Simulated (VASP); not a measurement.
# BaS (Fm-3m) in VASP: settings compared

The runs below take BaS through single point, with PBE, revPBE.

Everything below comes from runs of VASP 6.6.1. Logs are shortened: lines on timing, memory, paths and dates and some standing lists are left out, and cuts for length are marked.

## 1. The cell of the first run

The structure is cubic, space group Fm-3m (No. 225). Conventional cell: a = 6.417 Å, b = 6.417 Å, c = 6.417 Å, α = 90.00°, β = 90.00°, γ = 90.00°. Ba (site symmetry m-3m) has 6 S at 3.21 Å within 4.2 Å. Within 4.2 Å of S (site symmetry m-3m) lie 6 Ba at 3.21 Å.

## 2. Single point, PBE, non-collinear spin, zero start, spin-orbit coupling

File INCAR:

```
SYSTEM = BaS
ALGO = Normal
EDIFF = 1E-6
ENCUT = 520
GGA = PE
GGA_COMPAT = .False.
ISIF = 2
ISMEAR = 0
LASPH = .True.
LCHARG = .False.
LNONCOLLINEAR = .True.
LORBIT = 11
LORBMOM = .True.
LREAL = .False.
LSORBIT = .True.
LWAVE = .False.
MAGMOM = 0 0 0 0 0 0
NBANDS = 28
NELM = 150
PREC = Accurate
SIGMA = 0.05
```

File KPOINTS:

```
k-points
0
Gamma
  6 6 6
  0 0 0
```

File POSCAR:

```
BaS
1.0
    0.0000000000      3.2086281686      3.2086281686
    3.2086281686      0.0000000000      3.2086281686
    3.2086281686      3.2086281686      0.0000000000
Ba S
1 1
Direct
    0.5000000000      0.5000000000      0.5000000000
    0.0000000000      0.0000000000      0.0000000000
```

Potentials or basis: VASP PAW PBE potentials, release 64 (Ba_sv, S).

Run with:

```sh
$ cat potpaw_PBE.64/Ba_sv/POTCAR potpaw_PBE.64/S/POTCAR > POTCAR
$ mpirun -np 1 vasp_ncl > vasp.out
```

OUTCAR:

```text
SYSTEM = BaS
   EDIFF = 1E-6
   ENCUT = 520
   GGA = PE
   ISIF = 2
   ISMEAR = 0
   LASPH = .True.
   LNONCOLLINEAR = .True.
   LORBIT = 11
   LREAL = .False.
   LSORBIT = .True.
   NELM = 150
   PREC = Accurate

 ion  position               nearest neighbor table
   1  0.500  0.500  0.500-   2 3.21   2 3.21   2 3.21   2 3.21   2 3.21   2 3.21
   2  0.000  0.000  0.000-   1 3.21   1 3.21   1 3.21   1 3.21   1 3.21   1 3.21

  LATTYP: Found a face centered cubic cell.
 ALAT       =     6.4172563372

  Lattice vectors:

 A1 = (   0.0000000000,   3.2086281686,   3.2086281686)
 A2 = (   3.2086281686,   0.0000000000,   3.2086281686)
 A3 = (   3.2086281686,   3.2086281686,   0.0000000000)

Analysis of symmetry for initial positions (statically):
=====================================================================
 Subroutine PRICEL returns:
 Original cell was already a primitive cell.

 Routine SETGRP: Setting up the symmetry group for a
 face centered cubic supercell.

 Subroutine GETGRP returns: Found 48 space group operations
 (whereof 48 operations were pure point group operations)
 out of a pool of 48 trial point group operations.

The static configuration has the point symmetry O_h .

Analysis of symmetry for dynamics (positions and initial velocities):
=====================================================================
 Subroutine PRICEL returns:
 Original cell was already a primitive cell.

 Routine SETGRP: Setting up the symmetry group for a
 face centered cubic supercell.

 Subroutine GETGRP returns: Found 48 space group operations
 (whereof 48 operations were pure point group operations)
 out of a pool of 48 trial point group operations.

The dynamic configuration has the point symmetry O_h .

Analysis of structural, dynamic, and magnetic symmetry:
=====================================================================
 Subroutine PRICEL returns:
 Original cell was already a primitive cell.

 Routine SETGRP: Setting up the symmetry group for a
 face centered cubic supercell.

 Subroutine GETGRP returns: Found 48 space group operations
 (whereof 48 operations were pure point group operations)
 out of a pool of 48 trial point group operations.

The overall configuration has the point symmetry O_h .

 Subroutine INISYM returns: Found 48 space group operations
 (whereof 48 operations are pure point group operations),
 and found     1 'primitive' translations

----------------------------------------------------------------------------------------

                                     Primitive cell

  volume of cell :      66.0675

  direct lattice vectors                    reciprocal lattice vectors
     0.000000000  3.208628169  3.208628169    -0.155829836  0.155829836  0.155829836
     3.208628169  0.000000000  3.208628169     0.155829836 -0.155829836  0.155829836
     3.208628169  3.208628169  0.000000000     0.155829836  0.155829836 -0.155829836

  length of vectors
     4.537685473  4.537685473  4.537685473     0.269905193  0.269905193  0.269905193

  position of ions in fractional coordinates (direct lattice)
     0.500000000  0.500000000  0.500000000
     0.000000000  0.000000000  0.000000000

  ion indices of the primitive-cell ions
   primitive index   ion index
                 1           1
                 2           2

----------------------------------------------------------------------------------------

 KPOINTS: k-points

Automatic generation of k-mesh.
 Grid dimensions read from file:
 generate k-points for:    6    6    6

 Generating k-lattice:

  Cartesian coordinates                     Fractional coordinates (reciprocal lattice)
    -0.025971639  0.025971639  0.025971639     0.166666667  0.000000000  0.000000000
     0.025971639 -0.025971639  0.025971639     0.000000000  0.166666667  0.000000000
     0.025971639  0.025971639 -0.025971639     0.000000000  0.000000000  0.166666667
[... 91 lines left out ...]

 number of electron      16.0000002 magnetization       0.0000000     -0.0000000     -0.0000000

 Free energy of the ion-electron system (eV)
  ---------------------------------------------------
  ext. energy  EPLUGINS =         0.00000000
  ---------------------------------------------------
  free energy    TOTEN  =       -10.38627287 eV

  energy without entropy =      -10.38627287  energy(sigma->0) =      -10.38627287

 E-fermi :   1.6465     XC(G=0):  -8.5695

 val. band max:        1.4293880376   @ k =   0.0000   0.0000   0.0000
 cond. band min:       3.5093851058   @ k =   0.5000   0.5000   0.0000
 fundamental gap:      2.0799970682
 Fermi energy:         1.6464588599

 k-point     1 :       0.0000    0.0000    0.0000
  band No.  band energies     occupation
      1     -24.7390      1.00000
      2     -24.7390      1.00000
      3     -11.1404      1.00000
      4     -11.1404      1.00000
      5      -9.1723      1.00000
      6      -9.1723      1.00000
[... 485 lines left out ...]
     27       9.6036      0.00000
     28       9.6036      0.00000

------------------------ aborting loop because EDIFF is reached ----------------------------------------

  FORCE on cell =-STRESS in cart. coord.  units (eV):
  Direction    XX          YY          ZZ          XY          YZ          ZX
  --------------------------------------------------------------------------------------
  -------------------------------------------------------------------------------------
  Total        0.3179422      0.3179422      0.3179422      0.0000000     -0.0000000      0.0000000
  in kB        7.7102879      7.7102879      7.7102879      0.0000000     -0.0000000      0.0000000
  external PRESSURE =       7.7102879 kB  Pullay stress =       0.0000000 kB

 VOLUME and BASIS-vectors are now :
 -----------------------------------------------------------------------------
  energy-cutoff  :      520.00
  volume of cell :       66.07
      direct lattice vectors                 reciprocal lattice vectors
     0.000000000  3.208628169  3.208628169    -0.155829836  0.155829836  0.155829836
     3.208628169  0.000000000  3.208628169     0.155829836 -0.155829836  0.155829836
     3.208628169  3.208628169  0.000000000     0.155829836  0.155829836 -0.155829836

 POSITION                                       TOTAL-FORCE (eV/Angst)
 -----------------------------------------------------------------------------------
      3.20863      3.20863      3.20863         0.000000     -0.000000     -0.000000
      0.00000      0.00000      0.00000         0.000000      0.000000      0.000000
 -----------------------------------------------------------------------------------
    total drift:                                0.000000      0.000000      0.000000

  FREE ENERGIE OF THE ION-ELECTRON SYSTEM (eV)
  ---------------------------------------------------
  free  energy   TOTEN  =       -10.3862728679 eV

  energy  without entropy=      -10.3862728679  energy(sigma->0) =      -10.38627287

 orbital moment (x)

 # of ion     p       d       tot
 ----------------------------------------
  1        -0.000  -0.000  -0.000
  2         0.000   0.000   0.000
 ----------------------------------------
            0.000  -0.000  -0.000

 orbital moment (y)

 # of ion     p       d       tot
 ----------------------------------------
  1         0.000  -0.000  -0.000
  2        -0.000   0.000  -0.000
 ----------------------------------------
           -0.000  -0.000  -0.000

 orbital moment (z)

 # of ion     p       d       tot
 ----------------------------------------
  1         0.000   0.000   0.000
  2         0.000   0.000   0.000
 ----------------------------------------
            0.000   0.000   0.000

 Spin-Orbit-Coupling matrix elements

 Ion:    1  E_soc:     -0.3888698
 l=   1
     0.0000000    -0.0646113    -0.0646113
    -0.0646113     0.0000000    -0.0646113
    -0.0646113    -0.0646113     0.0000000
 l=   2
     0.0000000    -0.0000134     0.0000000    -0.0000134    -0.0001869
    -0.0000134     0.0000000    -0.0001402    -0.0000134    -0.0000467
     0.0000000    -0.0001402     0.0000000    -0.0001402     0.0000000
    -0.0000134    -0.0000134    -0.0001402     0.0000000    -0.0000467
    -0.0001869    -0.0000467     0.0000000    -0.0000467     0.0000000
 l=   3
     0.0000000     0.0000000     0.0000000     0.0000000     0.0000000     0.0000000     0.0000000
     0.0000000     0.0000000     0.0000000     0.0000000     0.0000000     0.0000000     0.0000000
     0.0000000     0.0000000     0.0000000     0.0000000     0.0000000     0.0000000     0.0000000
     0.0000000     0.0000000     0.0000000     0.0000000     0.0000000     0.0000000     0.0000000
     0.0000000     0.0000000     0.0000000     0.0000000     0.0000000     0.0000000     0.0000000
     0.0000000     0.0000000     0.0000000     0.0000000     0.0000000     0.0000000     0.0000000
     0.0000000     0.0000000     0.0000000     0.0000000     0.0000000     0.0000000     0.0000000

 Ion:    2  E_soc:     -0.0023809
 l=   1
     0.0000000    -0.0003968    -0.0003968
    -0.0003968     0.0000000    -0.0003968
    -0.0003968    -0.0003968     0.0000000
 l=   2
     0.0000000     0.0000000     0.0000000     0.0000000     0.0000000
     0.0000000     0.0000000     0.0000000     0.0000000     0.0000000
     0.0000000     0.0000000     0.0000000     0.0000000     0.0000000
     0.0000000     0.0000000     0.0000000     0.0000000     0.0000000
     0.0000000     0.0000000     0.0000000     0.0000000     0.0000000
 l=   3
     0.0000000     0.0000000     0.0000000     0.0000000     0.0000000     0.0000000     0.0000000
     0.0000000     0.0000000     0.0000000     0.0000000     0.0000000     0.0000000     0.0000000
     0.0000000     0.0000000     0.0000000     0.0000000     0.0000000     0.0000000     0.0000000
     0.0000000     0.0000000     0.0000000     0.0000000     0.0000000     0.0000000     0.0000000
     0.0000000     0.0000000     0.0000000     0.0000000     0.0000000     0.0000000     0.0000000
     0.0000000     0.0000000     0.0000000     0.0000000     0.0000000     0.0000000     0.0000000
     0.0000000     0.0000000     0.0000000     0.0000000     0.0000000     0.0000000     0.0000000

 total charge

# of ion       s       p       d       tot
------------------------------------------
    1        2.010   5.617   0.271   7.898
    2        1.321   2.425   0.000   3.746
--------------------------------------------------
tot          3.331   8.042   0.271  11.644

 magnetization (x)

# of ion       s       p       d       tot
------------------------------------------
    1        0.000   0.000   0.000   0.000
    2       -0.000  -0.000   0.000  -0.000
--------------------------------------------------
tot          0.000  -0.000   0.000  -0.000

 magnetization (y)

# of ion       s       p       d       tot
------------------------------------------
    1       -0.000   0.000   0.000  -0.000
    2        0.000  -0.000   0.000  -0.000
--------------------------------------------------
tot         -0.000  -0.000   0.000  -0.000

 magnetization (z)

# of ion       s       p       d       tot
------------------------------------------
    1        0.000   0.000   0.000   0.000
    2       -0.000  -0.000   0.000  -0.000
--------------------------------------------------
tot         -0.000  -0.000   0.000  -0.000
```

Run time: 66 s. Hardware: 1 thread of Intel Xeon Platinum 8488C (Sapphire Rapids), shared host; peak memory 0.39 GiB.

Results:

```yaml
Free_energy: -10.3863 eV
Pressure: 0.8 GPa
Net_moment: 0.00 μB per cell
Valence_electrons_inside_the_program's_atomic_spheres: Ba 7.90; S 3.75
```

Moments on the atoms (μB; x, y, z):
```
Ba  0.00 0.00 0.00
S   0.00 0.00 0.00
```

## 3. Single point, PBE, non-collinear spin, zero start, spin-orbit coupling

This run uses another cell than the first one, of 33.17 Å³/atom, 1.004 times its volume.

File INCAR:

```
SYSTEM = BaS
  PREC = Accurate
  ENCUT = 520
  EDIFF = 1E-6
  ISMEAR = 0
  SIGMA = 0.05
  LREAL = .FALSE.
  LASPH = .TRUE.
  NELM = 150
  ALGO = Normal
  ISIF = 2
  LWAVE = .FALSE.
  LCHARG = .TRUE.
  MAGMOM = 0 0 0 0 0 0
  LORBIT = 11
  LSORBIT = .TRUE.
  GGA_COMPAT = .FALSE.
  LORBMOM = .TRUE.
  GGA = PE
  LVHAR = .TRUE.
  NBANDS = 28
```

File KPOINTS:

```
regular mesh
0
G
  6 6 6
  0 0 0
```

File POSCAR:

```
BaS
1.0
    0.0000000000      3.2129006479      3.2129006479
    3.2129006479      0.0000000000      3.2129006479
    3.2129006479      3.2129006479      0.0000000000
Ba S
1 1
Direct
    0.5000000000      0.5000000000      0.5000000000
    0.0000000000      0.0000000000      0.0000000000
```

Potentials or basis: VASP PAW PBE potentials, release 64 (Ba_sv, S).

Run with:

```sh
$ cat potpaw_PBE.64/Ba_sv/POTCAR potpaw_PBE.64/S/POTCAR > POTCAR
$ mpirun -np 1 vasp_ncl > vasp.out
```

It took 74 s on 1 thread of Intel Xeon Platinum 8488C (Sapphire Rapids), shared host; peak memory 0.39 GiB.

Results (log left out):

```
Free energy                                           : -10.3874 eV
Pressure                                              : 0.6 GPa
Net moment                                            : 0.00 μB per cell
Valence electrons inside the program's atomic spheres : Ba 7.89; S 3.74
```

Moments on the atoms (μB; x, y, z):
```
Ba  0.00 0.00 0.00
S   0.00 0.00 0.00
```

## 4. Single point, revPBE, non-collinear spin, zero start, spin-orbit coupling

This run uses another cell than the first one, of 33.17 Å³/atom, 1.004 times its volume.

File INCAR:

```
SYSTEM = BaS
  PREC = Accurate
  ENCUT = 520
  EDIFF = 1E-6
  ISMEAR = 0
  SIGMA = 0.05
  LREAL = .False.
  LASPH = .True.
  NELM = 150
  ALGO = Normal
  ISIF = 2
  LWAVE = .False.
  LCHARG = .True.
  MAGMOM = 0 0 0 0 0 0
  LORBIT = 11
  LSORBIT = .True.
  GGA_COMPAT = .False.
  LORBMOM = .True.
  GGA = RE
  LVHAR = .True.
  NBANDS = 28
```

File KPOINTS:

```
regular mesh
0
Gamma
  6 6 6
  0 0 0
```

POSCAR is that of step 3.

Run with:

```sh
$ cat potpaw_PBE.64/Ba_sv/POTCAR potpaw_PBE.64/S/POTCAR > POTCAR
$ mpirun -np 1 vasp_ncl > vasp.out
```

Wall time 79 s (1 thread of Intel Xeon Platinum 8488C (Sapphire Rapids), shared host); peak memory 0.39 GiB.

Results (log left out):

```yaml
Free_energy: -9.8864 eV
Pressure: 1.7 GPa
Net_moment: 0.00 μB per cell
Valence_electrons_inside_the_program's_atomic_spheres: Ba 7.91; S 3.76
```

Moments on the atoms (μB; x, y, z):
```
Ba  0.00 0.00 0.00
S   0.00 0.00 0.00
```

Caveat: the PAW data sets were made with another functional, which shifts forces and pressure a little.

## 5. Overview

```tsv
level	cell	pressure (GPa)	moment (μB)
PBE	a = 4.538 Å, angles 60.0°, 2 atoms	0.8	0.00
PBE	a = 4.544 Å, angles 60.0°, 2 atoms	0.6	0.00
revPBE	a = 4.544 Å, angles 60.0°, 2 atoms	1.7	0.00
```

Alike in all rows: task single point; potentials or basis VASP PAW PBE potentials, release 64 (Ba_sv, S); spin non-collinear, zero start, SOC; k mesh 6 × 6 × 6; cutoff (eV) 520; smearing gaussian 0.05 eV.

Caveats: the PAW data sets were made with another functional, which shifts forces and pressure a little (some runs).

Total energies depend on the potentials used, so only differences within one code and one set of settings carry meaning.
